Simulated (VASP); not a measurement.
KLuS2, 4 atoms in the cell. Symmetry: R-3m, No. 166, trigonal system. Conventional cell: a = 3.910 Å, b = 3.910 Å, c = 21.697 Å, α = 90.00°, β = 90.00°, γ = 120.00°. K (site symmetry -3m) has 6 S at 3.13 Å and 6 K at 3.91 Å and 6 Lu at 4.26 Å within 4.3 Å. Lu (site symmetry -3m) has 6 S at 2.68 Å within 3.5 Å. S (site symmetry 3m) has 3 Lu at 2.68 Å and 3 K at 3.13 Å within 3.5 Å. 

| Quantity | Value |
| --- | --- |
| Program | VASP 6.6.1 |
| Task | single point |
| Functional | PBEsol |
| Potentials or basis | VASP PAW PBE potentials, release 64 (K_sv, Lu, S) |
| Cutoff | 520 eV |
| k mesh | 8 × 8 × 8 |
| Occupations | gaussian, width 0.01 eV |
| Spin | no spin polarisation |
| Dipole correction | no |
| Further INCAR settings | ALGO = Normal; EDIFF = 1e-06; NBANDS = 31 |

Potentials or basis: VASP PAW PBE potentials, release 64 (K_sv, Lu, S).

Launch:

```bash
$ cat potpaw_PBE.64/K_sv/POTCAR potpaw_PBE.64/Lu/POTCAR potpaw_PBE.64/S/POTCAR > POTCAR
$ mpirun -np 1 vasp_std > vasp.out
```

Hardware: 1 thread of Intel(R) Xeon(R) 6975P-C (Granite Rapids) (shared host).

Problem. How long does it take, and how much memory?

Solution. Wall time 5.8 min on 1 thread of Intel(R) Xeon(R) 6975P-C (Granite Rapids), with other jobs on the host, peak memory 0.55 GiB. Counts: scf iterations 15, k points 65.
